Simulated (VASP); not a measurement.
Here is a VASP 6.6.1 calculation.

Contents of INCAR:

```
PREC     = Accurate       # precision mode
ENCUT    = 520            # plane-wave cutoff, eV
EDIFF    = 1E-6           # SCF threshold, eV
ISMEAR   = -1             # smearing method
SIGMA    = 0.08           # smearing width, eV
LREAL    = False          # projectors in reciprocal space
LASPH    = True           # aspherical terms in the spheres
NELM     = 80             # most SCF steps
ALGO     = Normal         # electronic algorithm
ISIF     = 2              # what is computed and relaxed
LWAVE    = False          # write WAVECAR
LCHARG   = True           # write CHGCAR
GGA      = PS             # functional
LELF     = True           # ELF
LVHAR    = True         
NBANDS   = 14             # bands
```

KPOINTS

```
regular mesh
0
Gamma
  14 14 14
```

File POSCAR:

```
SiNi
1.0
    0.0000000000      2.2441805403      2.2441805403
    2.2441805403      0.0000000000      2.2441805403
    2.2441805403      2.2441805403      0.0000000000
Ni Si
1 1
Direct
    0.0000000000      0.0000000000      0.0000000000
    0.5000000000      0.5000000000      0.5000000000
```

Potentials or basis: VASP PAW PBE potentials, release 64 (Ni, Si).

Launch:

```bash
$ cat potpaw_PBE.64/Ni/POTCAR potpaw_PBE.64/Si/POTCAR > POTCAR
$ mpirun -np 1 vasp_std > vasp.out
```

Problem. Predict the pressure.

Solution. 26.8 GPa.

Problem. Predict the band gap on the k mesh.

Solution. Zero (bands 7 and 8 overlap by 5.87 eV).

Caveat: the cell stands under pressure; the PAW data sets were made with another functional, which shifts forces and pressure a little. Spin polarisation is off, so any magnetic state and its effect on volume and gap are missing.
